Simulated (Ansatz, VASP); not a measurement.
Ti3Se in VASP and in Ansatz

File POSCAR:

```
Ti3Se
1.0
    4.1132981672      0.0000000000      0.0000000000
    0.0000000000      4.1132981672      0.0000000000
    0.0000000000      0.0000000000      4.1132981672
Ti Se
3 1
Direct
    0.0000000000      0.5000000000      0.5000000000
    0.5000000000      0.0000000000      0.5000000000
    0.5000000000      0.5000000000      0.0000000000
    0.0000000000      0.0000000000      0.0000000000
```

The input INCAR.step1:

```
SYSTEM = Ti3Se
  ALGO = Normal
  EDIFF = 1E-4
  ENCUT = 520
  GGA = PE
  ISMEAR = 0
  ISPIN = 2
  LASPH = .True.
  LCHARG = .False.
  LMAXMIX = 4
  LREAL = .False.
  LWAVE = .True.
  MAGMOM = 1 1 1 0
  NBANDS = 33
  NELM = 150
  PREC = Accurate
  SIGMA = 0.1
```

File INCAR.step2:

```
SYSTEM = Ti3Se
  ALGO = Normal
  EDIFF = 1E-6
  ENCUT = 520
  ISIF = 2
  ISMEAR = 0
  ISPIN = 2
  ISTART = 1
  LASPH = .True.
  LCHARG = .False.
  LMAXMIX = 4
  LMIXTAU = .True.
  LORBIT = 11
  LREAL = .False.
  LWAVE = .False.
  MAGMOM = 1 1 1 0
  METAGGA = R2SCAN
  NBANDS = 33
  NELM = 150
  PREC = Accurate
  SIGMA = 0.1
```

KPOINTS

```
k-points
0
Gamma
  4 4 4
  0 0 0
```

Input for Ansatz:

```yaml
crystal:
  lattice:
    - [4.1132981672, 0.0, 0.0]
    - [0.0, 4.1132981672, 0.0]
    - [0.0, 0.0, 4.1132981672]
  atoms:
    - { symbol: Ti, position: [0.0, 0.5, 0.5], spin: 1.0 }
    - { symbol: Ti, position: [0.5, 0.0, 0.5], spin: 1.0 }
    - { symbol: Ti, position: [0.5, 0.5, 0.0], spin: 1.0 }
    - { symbol: Se, position: [0.0, 0.0, 0.0] }
basis:
  ecutwfc: 500
kpoints:
  mp_grid: { grid: [4, 4, 4] }
hamiltonian:
  xc: r2scan
scf:
  occupations: { method: gaussian, width: 0.1 }
  lower_state_search: "off"
output:
  forces: true
  stress: true
  eigenvalues: true
  populations: true
magnetization:
  spin_polarized: true
```

Alike in both runs: task single point; functional r2SCAN; k mesh 4 × 4 × 4; occupations gaussian, width 0.1 eV; collinear spin.

|  | VASP | Ansatz |
| --- | --- | --- |
| version | VASP 6.6.1 | Ansatz 0.2.0 |
| potentials or method | VASP PAW PBE potentials, release 64 (Ti_sv, Se), cutoff 520 eV | scalar-relativistic, plane waves, PAW |
| valence electrons in the cell | 42 | 52 |

|  | VASP | Ansatz | Ansatz less VASP |
| --- | --- | --- | --- |
| gap on the k mesh at the Fermi level (eV) | none | none | - |
| pressure (GPa) | -10.5 | -10.7 | -0.18 |
| net moment per atom (μB) | 0.00 | 0.00 | 0.000 |

VASP's potentials were made for PBE, not for r2SCAN. A gap of «none» marks a metal or a gap that the smearing closes. VASP's potentials hold 42 valence electrons a cell and Ansatz's 52, so a difference there can come from the potentials and not from the codes. Ansatz's warnings: seeded moment not kept, stability check not made.

The k mesh is coarse, so the values compare programs but aren't converged.
